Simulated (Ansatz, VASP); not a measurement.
This is a calculation of CuO for VASP 6.6.1.

Contents of INCAR:

```
  PREC = Accurate
  ENCUT = 520
  EDIFF = 1E-7
  ISMEAR = -1
  SIGMA = 0.05
  LREAL = False
  LASPH = True
  NELM = 100
  ALGO = Normal
  ISIF = 2
  LWAVE = False
  LCHARG = False
  GGA = PE
  IVDW = 12
  NBANDS = 25
```

KPOINTS

```
regular mesh
0
Gamma
  10 10 5
```

POSCAR

```
CuO
1.0
    2.2940437287     -1.6763657078      0.0000000000
    2.2940437287      1.6763657078      0.0000000000
   -0.8326750593      0.0000000000      4.9546185987
Cu O
2 2
Direct
    0.5000000000      0.0000000000      0.5000000000
    0.0000000000      0.5000000000      0.0000000000
    0.4184000000      0.5816000000      0.7500000000
    0.5816000000      0.4184000000      0.2500000000
```

Potentials or basis: VASP PAW PBE potentials, release 64 (Cu, O).

Run with:

```sh
$ cat potpaw_PBE.64/Cu/POTCAR potpaw_PBE.64/O/POTCAR > POTCAR
$ mpirun -np 1 vasp_std > vasp.out
```

**Question.** Translate it to Ansatz 0.2.0. Potentials there: Ansatz PAW.

**Answer.** As run (the cutoff follows the program's own potentials):

The input input.yaml:

```yaml
crystal:
  lattice:
    - [2.2940437287, -1.6763657078, 0.0]
    - [2.2940437287, 1.6763657078, 0.0]
    - [-0.8326750593, 0.0, 4.9546185987]
  atoms:
    - { symbol: Cu, position: [0.5, 0.0, 0.5] }
    - { symbol: Cu, position: [0.0, 0.5, 0.0] }
    - { symbol: O, position: [0.4184, 0.5816, 0.75] }
    - { symbol: O, position: [0.5816, 0.4184, 0.25] }
hamiltonian:
  xc: pbe
  pseudopotentials: { kind: paw }
  dispersion: d3bj
kpoints:
  mp_grid: { grid: [10, 10, 5] }
scf:
  occupations: { method: fermi_dirac, width: 0.05 }
output:
  forces: true
  stress: true
  eigenvalues: true
```

Potentials or basis: Ansatz PAW.

Run with:

```bash
$ ansatz run input.yaml --threads 2 --pin off --max-ram 5120MiB --backend cpu --events-out ev --progress --plain --runs-dir out
```

Both were run:

|  | VASP | Ansatz | Ansatz less VASP |
| --- | --- | --- | --- |
| gap on the k mesh at the Fermi level (eV) | none | none | - |
| pressure (GPa) | 14.8 | 13.9 | -0.86 |
| traceless stress, the component that is largest in VASP (GPa) | -3.00 | -2.90 | +0.105 |
| rms of the force components (eV/Å) | 0.000 | 0.021 | +0.0207 |

Atom by atom the forces differ by 0.021 eV/Å (rms over components). A gap of «none» marks a metal or a gap that the smearing closes. VASP's potentials hold 34 valence electrons a cell and Ansatz's 50, so a difference there can come from the potentials and not from the codes.
